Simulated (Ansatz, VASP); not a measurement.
**SiSn5: VASP beside Ansatz**

```
CELL_PARAMETERS angstrom
10.26688 0.00000 0.00000
-5.13344 8.89138 0.00000
0.00000 0.00000 2.93199
ATOMIC_POSITIONS crystal
Si 0.00000 0.00000 0.50000
Sn 0.33333 0.66667 0.50000
Sn 0.66667 0.33333 0.50000
Sn 0.50000 0.00000 0.50000
Sn 0.00000 0.50000 0.50000
Sn 0.50000 0.50000 0.50000
```

Alike in both runs: task relaxation of cell and atoms; functional PBE; k mesh 6 × 6 × 12; occupations gaussian, width 0.1 eV; no spin polarisation.

|  | VASP | Ansatz |
| --- | --- | --- |
| version | VASP 6.6.1 | Ansatz 0.2.0 |
| potentials or method | VASP PAW PBE potentials, release 64 (Si, Sn_d), cutoff 600 eV | scalar-relativistic, plane waves, PAW |
| valence electrons in the cell | 74 | 74 |

```csv
,VASP,Ansatz,Ansatz less VASP
"gap on the k mesh at the Fermi level, each at its own relaxed structure (eV)",none,none,-
relaxed volume (Å³/atom),43.78,43.80,+0.019
relaxed length of the cell vector where the two differ most in proportion (Å),2.903,2.904,+0.0012
```

A gap of «none» marks a metal or a gap that the smearing closes.
